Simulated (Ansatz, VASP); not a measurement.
## One calculation of Ta2Si2O, two programs

```
CELL_PARAMETERS angstrom
3.32776 0.00000 0.00000
0.00000 3.32776 0.00000
0.00000 0.00000 6.53625
ATOMIC_POSITIONS crystal
Ta 0.00000 0.00000 0.38327
Ta 0.50000 0.50000 0.01710
Si 0.50000 0.00000 0.70911
Si 0.00000 0.50000 0.70911
O 0.50000 0.50000 0.32719
```

Alike in both runs: task relaxation of cell and atoms; functional PBE; k mesh 12 × 12 × 6; occupations gaussian, width 0.1 eV; no spin polarisation.

```csv
,VASP,Ansatz
version,VASP 6.6.1,Ansatz 0.2.0
potentials or method,"VASP PAW PBE potentials, release 64 (Ta_pv, Si, O), cutoff 600 eV","scalar-relativistic, plane waves, PAW"
valence electrons in the cell,36,40
```

|  | VASP | Ansatz | Ansatz less VASP |
| --- | --- | --- | --- |
| gap on the k mesh at the Fermi level, each at its own relaxed structure (eV) | none | none | - |
| relaxed volume (Å³/atom) | 14.45 | 14.45 | -0.001 |
| relaxed length of the cell vector where the two differ most in proportion (Å) | 6.532 | 6.525 | -0.0067 |

A gap of «none» marks a metal or a gap that the smearing closes. VASP's potentials hold 36 valence electrons a cell and Ansatz's 40, so a difference there can come from the potentials and not from the codes.

Neither program's run includes spin-orbit coupling.
